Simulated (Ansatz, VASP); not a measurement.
Two plane-wave programs on Hg

The input INCAR:

```
SYSTEM = Hg
PREC     = Accurate       ! precision mode
ENCUT    = 520            ! plane-wave cutoff, eV
EDIFF    = 1E-6           ! SCF threshold, eV
ISMEAR   = 0              ! smearing method
SIGMA    = 0.15           ! smearing width, eV
LREAL    = .False.        ! projectors in reciprocal space
LASPH    = .True.         ! aspherical terms in the spheres
NELM     = 60             ! most SCF steps
ALGO     = Normal         ! electronic algorithm
ISIF     = 2              ! what is computed and relaxed
LWAVE    = .False.        ! write WAVECAR
LCHARG   = .False.        ! write CHGCAR
GGA      = PE             ! functional
NBANDS   = 12             ! bands
```

The input KPOINTS:

```
Automatic mesh
0
Gamma
  18 18 18
  0 0 0
```

The input POSCAR:

```
Hg
1.0
    1.5916004189      0.9189109303      2.0552800000
   -1.5916004189      0.9189109303      2.0552800000
    0.0000000000     -1.8378218605      2.0552800000
Hg
1
Direct
    0.0000000000      0.0000000000      0.0000000000
```

Input for Ansatz:

```yaml
crystal:
  lattice:
    - [1.5916004189, 0.9189109303, 2.05528]
    - [-1.5916004189, 0.9189109303, 2.05528]
    - [0.0, -1.8378218605, 2.05528]
  atoms:
    - { symbol: Hg, position: [0.0, 0.0, 0.0] }
basis:
  ecutwfc: 420
kpoints:
  mp_grid: { grid: [18, 18, 18] }
hamiltonian:
  xc: pbe
scf:
  occupations: { method: gaussian, width: 0.15 }
output:
  forces: true
  stress: true
  eigenvalues: true
```

Change from the starting cell: strain -0.080 along x and y, -0.080 along z, atoms carried along.

Alike in both runs: task single point; functional PBE; k mesh 18 × 18 × 18; occupations gaussian, width 0.15 eV; no spin polarisation.

|  | VASP | Ansatz |
| --- | --- | --- |
| version | VASP 6.6.1 | Ansatz 0.2.0 |
| potentials or method | VASP PAW PBE potentials, release 64 (Hg), cutoff 520 eV | scalar-relativistic, plane waves, PAW |
| valence electrons in the cell | 12 | 20 |

```tsv
	VASP	Ansatz	Ansatz less VASP
gap on the k mesh at the Fermi level (eV)	none	none	-
pressure (GPa)	40.1	38.4	-1.70
traceless stress, the component that is largest in VASP (GPa)	8.62	7.97	-0.648
```

A gap of «none» marks a metal or a gap that the smearing closes. Both programs put the cell under a high pressure, so it lies far from rest at this level. VASP's potentials hold 12 valence electrons a cell and Ansatz's 20, so a difference there can come from the potentials and not from the codes.

Neither program's run includes spin-orbit coupling.
